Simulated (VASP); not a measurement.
# TeO4 (P4_2/nnm) in VASP: single point with PBE

Aim: the single point of TeO4 with PBE.

Program: VASP 6.6.1. These are calculated values, not measurements. Logs are shortened: lines on timing, memory, paths and dates and some standing lists are left out, and cuts for length are marked.

### 1 The cell of the first run

It takes space group P4_2/nnm (No. 134, tetragonal). Conventional cell: a = 5.133 Å, b = 5.133 Å, c = 4.739 Å, α = 90.00°, β = 90.00°, γ = 90.00°. Te (site symmetry -42m) has 12 O at 2.17 to 2.83 Å within 2.9 Å. O (site symmetry 222) has 4 O at 1.81 to 2.37 Å within 2.4 Å. O (site symmetry 2/m) has 2 O at 1.81 Å and 2 Te at 2.17 Å within 2.4 Å.

The cell was generated, and may not be a known phase.

### 2 Single point, PBE

INCAR

```
SYSTEM = TeO4
PREC = Accurate
ENCUT = 600
EDIFF = 1E-6
ISMEAR = 0
SIGMA = 0.2
LREAL = .FALSE.
LASPH = .TRUE.
NELM = 120
ALGO = Normal
ISIF = 2
LWAVE = .FALSE.
LCHARG = .TRUE.
GGA = PE
LELF = .TRUE.
LVHAR = .TRUE.
NBANDS = 41
GGA_COMPAT = .FALSE.
```

KPOINTS

```
regular mesh
0
G
  3 3 3
  0 0 0
```

POSCAR

```
TeO4
1.0
    5.1331566866      0.0000000000      0.0000000000
    0.0000000000      5.1331566866      0.0000000000
    0.0000000000      0.0000000000      4.7388426347
Te O
2 8
Direct
    0.0000000000      0.0000000000      0.0000000000
    0.5000000000      0.5000000000      0.5000000000
    0.5000000000      0.0000000000      0.7500000000
    0.5000000000      0.0000000000      0.2500000000
    0.0000000000      0.5000000000      0.7500000000
    0.0000000000      0.5000000000      0.2500000000
    0.2500000000      0.7500000000      0.7500000000
    0.7500000000      0.2500000000      0.7500000000
    0.7500000000      0.7500000000      0.2500000000
    0.2500000000      0.2500000000      0.2500000000
```

Potentials or basis: VASP PAW PBE potentials, release 64 (Te, O).

Command:

```bash
$ cat potpaw_PBE.64/Te/POTCAR potpaw_PBE.64/O/POTCAR > POTCAR
$ mpirun -np 1 vasp_std > vasp.out
```

OUTCAR:

```text
SYSTEM = TeO4
   PREC = Accurate
   ENCUT = 600
   EDIFF = 1E-6
   ISMEAR = 0
   LREAL = .FALSE.
   LASPH = .TRUE.
   NELM = 120
   ISIF = 2
   GGA = PE

 ion  position               nearest neighbor table
   1  0.000  0.000  0.000-   7 2.17   8 2.17   9 2.17  10 2.17
   2  0.500  0.500  0.500-   7 2.17   8 2.17   9 2.17  10 2.17
   3  0.500  0.000  0.750-   7 1.81   8 1.81
   4  0.500  0.000  0.250-   9 1.81  10 1.81
   5  0.000  0.500  0.750-   7 1.81   8 1.81
   6  0.000  0.500  0.250-   9 1.81  10 1.81
   7  0.250  0.750  0.750-   3 1.81   5 1.81   1 2.17   2 2.17
   8  0.750  0.250  0.750-   3 1.81   5 1.81   1 2.17   2 2.17
   9  0.750  0.750  0.250-   4 1.81   6 1.81   1 2.17   2 2.17
  10  0.250  0.250  0.250-   4 1.81   6 1.81   1 2.17   2 2.17

  LATTYP: Found a simple tetragonal cell.
 ALAT       =     5.1331566866
 C/A-ratio  =     0.9231829309

  Lattice vectors:

 A1 = (   5.1331566866,   0.0000000000,   0.0000000000)
 A2 = (   0.0000000000,   5.1331566866,   0.0000000000)
 A3 = (   0.0000000000,   0.0000000000,   4.7388426347)

Analysis of symmetry for initial positions (statically):
=====================================================================
 Subroutine PRICEL returns:
 Original cell was already a primitive cell.

 Routine SETGRP: Setting up the symmetry group for a
 simple tetragonal supercell.

 Subroutine GETGRP returns: Found 16 space group operations
 (whereof  8 operations were pure point group operations)
 out of a pool of 16 trial point group operations.

The static configuration has the point symmetry D_2d.
 The point group associated with its full space group is D_4h.

Analysis of symmetry for dynamics (positions and initial velocities):
=====================================================================
 Subroutine PRICEL returns:
 Original cell was already a primitive cell.

 Routine SETGRP: Setting up the symmetry group for a
 simple tetragonal supercell.

 Subroutine GETGRP returns: Found 16 space group operations
 (whereof  8 operations were pure point group operations)
 out of a pool of 16 trial point group operations.

The dynamic configuration has the point symmetry D_2d.
[... 98 lines left out ...]
   LREAL  =      F    real-space projection
   EDIFFG = 0.1E-04   stopping-criterion for IOM
   NSW    =      0    number of steps for IOM
   IBRION =     -1    ionic relax: 0-MD 1-quasi-New 2-CG
   NFREE  =      0    steps in history (QN), initial steepest desc. (CG)
   ISIF   =      2    stress and relaxation
   ISYM   =      2    0-nonsym 1-usesym 2-fastsym
   POTIM  = 0.5000    time-step for ionic-motion
   TEBEG  =    0.0;   TEEND  =   0.0 temperature during run
   PSTRESS=    0.0 pullay stress
   NELECT =      60.0000    total number of electrons
   NUPDOWN=      -1.0000    fix difference up-down
   EMIN   =  10.00;   EMAX   =-10.00  energy-range for DOS
   EFERMI =   0.00;   METHOD = LEGACY
   ISMEAR =     0;   SIGMA  =   0.20  broadening in eV -4-tet -1-fermi 0-gaus
   EFERMI_NEDOS =   21; number of points for ismear=-14 and -15
   IALGO  =     38    algorithm
   IMIX   =      4    mixing-type and parameters
     AMIX     =   0.40;   BMIX     =  1.00
     AMIX_MAG =   1.60;   BMIX_MAG =  1.00
  volume/ion in A,a.u.               =      12.49        84.26
  Fermi-wavevector in a.u.,A,eV,Ry     =   1.282266  2.423131 22.370783  1.644206
  Thomas-Fermi vector in A             =   2.414588
   LORBIT       =      0    0 simple, 1 ext, 2 COOP (PROOUT), +10 PAW based schemes
   GGA     = PE    functional components
   LHFCALC =     F    Hartree Fock is set to
   AEXX    =    0.0000 exact exchange contribution
   IVDW    =     0    specifies the selected vdW correction
   LEPSILON=     F    determine dielectric tensor
   LRPA    =     F    only Hartree local field effects (RPA)
 non-spin polarized calculation
 Gauss-broadening in eV      SIGMA  =   0.20
  energy-cutoff  :      600.00
  volume of cell :      124.87
 maximum number of plane-waves:      4188
 NGX is ok and might be reduce to    42
   NGX = 21   NGY = 21   NGZ = 19

 number of electron      59.9999981 magnetization

 Free energy of the ion-electron system (eV)
  ---------------------------------------------------
  ext. energy  EPLUGINS =         0.00000000
  ---------------------------------------------------
  free energy    TOTEN  =       -39.66639079 eV

  energy without entropy =      -39.64537874  energy(sigma->0) =      -39.65588476

 E-fermi :   4.7761     XC(G=0): -10.4169

 val. band max:        4.7337698814   @ k =   0.0000   0.0000   0.3333
 cond. band min:       5.0216518691   @ k =   0.3333   0.0000   0.0000
 fundamental gap:      0.2878819877
 Fermi energy:         4.7761131545

 k-point     1 :       0.0000    0.0000    0.0000
  band No.  band energies     occupation
      1     -16.5005      2.00000
      2     -15.1983      2.00000
      3     -14.3652      2.00000
      4     -14.3652      2.00000
      5     -13.2626      2.00000
      6     -12.0186      2.00000
[... 253 lines left out ...]
     40       9.1159      0.00000
     41      13.5755      0.00000

------------------------ aborting loop because EDIFF is reached ----------------------------------------

  FORCE on cell =-STRESS in cart. coord.  units (eV):
  Direction    XX          YY          ZZ          XY          YZ          ZX
  --------------------------------------------------------------------------------------
  -------------------------------------------------------------------------------------
  Total       -0.5482275     -0.5482275     -0.5265416      0.0000000      0.0000000      0.0000000
  in kB       -7.0344481     -7.0344481     -6.7561919      0.0000000      0.0000000      0.0000000
  external PRESSURE =      -6.9416960 kB  Pullay stress =       0.0000000 kB

 VOLUME and BASIS-vectors are now :
 -----------------------------------------------------------------------------
  energy-cutoff  :      600.00
  volume of cell :      124.87
      direct lattice vectors                 reciprocal lattice vectors
     5.133156687  0.000000000  0.000000000     0.194811899  0.000000000  0.000000000
     0.000000000  5.133156687  0.000000000     0.000000000  0.194811899  0.000000000
     0.000000000  0.000000000  4.738842635     0.000000000  0.000000000  0.211021989

 POSITION                                       TOTAL-FORCE (eV/Angst)
 -----------------------------------------------------------------------------------
      0.00000      0.00000      0.00000        -0.000000     -0.000000      0.000000
      2.56658      2.56658      2.36942        -0.000000     -0.000000      0.000000
      2.56658      0.00000      3.55413        -0.000000     -0.000000      0.000000
      2.56658      0.00000      1.18471        -0.000000     -0.000000      0.000000
      0.00000      2.56658      3.55413        -0.000000     -0.000000     -0.000000
      0.00000      2.56658      1.18471        -0.000000     -0.000000     -0.000000
      1.28329      3.84987      3.55413         0.000000      0.000000     -0.000000
      3.84987      1.28329      3.55413         0.000000      0.000000      0.000000
      3.84987      3.84987      1.18471        -0.000000     -0.000000      0.000000
      1.28329      1.28329      1.18471         0.000000     -0.000000     -0.000000
 -----------------------------------------------------------------------------------
    total drift:                               -0.000000      0.000000     -0.000000

  FREE ENERGIE OF THE ION-ELECTRON SYSTEM (eV)
  ---------------------------------------------------
  free  energy   TOTEN  =       -39.6663907868 eV

  energy  without entropy=      -39.6453787397  energy(sigma->0) =      -39.65588476
```

stdout:

```text
POSCAR found type information on POSCAR TeO
 POSCAR found :  2 types and      10 ions
 scaLAPACK will be used
 LDA part: xc-table for (Slater+PW92), standard interpolation
 POSCAR, INCAR and KPOINTS ok, starting setup
 FFT: planning ... GRIDC
 FFT: planning ... GRID_SOFT
 FFT: planning ... GRID
 WAVECAR not read
 entering main loop
```

It took 59 s on 1 thread of Intel Xeon 8259CL, shared host; peak memory 0.25 GiB.

What came out:

- Free energy: -39.6664 eV
- Pressure: -0.7 GPa
- Band gap on the k mesh: zero (bands 30 and 31 overlap by 1.29 eV)

Caveat: the k points lie up to 0.44 Å⁻¹ apart, too coarse for converged energies and pressures of a metal; spin-orbit coupling is left out, which moves the levels of the heavy elements.

The gap in the log of VASP goes by the Fermi energy; the results here count the filled bands.